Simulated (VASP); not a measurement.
ZnAg:

```xyz
2
Lattice="3.1825 0.0000 0.0000 0.0000 3.1825 0.0000 0.0000 0.0000 3.1825" Properties=species:S:1:pos:R:3 pbc="T T T"
Zn    1.5913    1.5913    1.5913
Ag    0.0000    0.0000    0.0000
```

- Program: VASP 6.6.1
- Task: relaxation of cell and atoms
- Functional: LDA
- Potentials or basis: VASP PAW LDA potentials, release 64 (Zn, Ag)
- Cutoff: 600 eV
- k mesh: 14 × 14 × 14
- Occupations: gaussian, width 0.1 eV
- Spin: no spin polarisation

At the start: pressure -9.9 GPa; volume 16.12 Å³/atom.

**Question.** How do energy, volume and symmetry change on relaxing?

**Answer.** Over 3 steps the energy falls by 52.1 meV/atom and the volume is 14.61 Å³/atom (-9.3 %); space group Pm-3m (No. 221, to 0.05 Å).

Step by step:
```
step  energy change (eV)  largest force (eV/Å)  pressure (GPa)  volume (Å³)
   1              0.0000                0.0000           -9.92        32.23
   2             -0.0727                0.0000            7.47        27.80
   3             -0.1043                0.0000           -0.01        29.22
```

Final structure:
```xyz
2
Lattice="3.0801 0.0000 0.0000 0.0000 3.0801 0.0000 0.0000 0.0000 3.0801" Properties=species:S:1:pos:R:3 pbc="T T T"
Zn    1.5400    1.5400    1.5400
Ag    0.0000    0.0000    0.0000
```
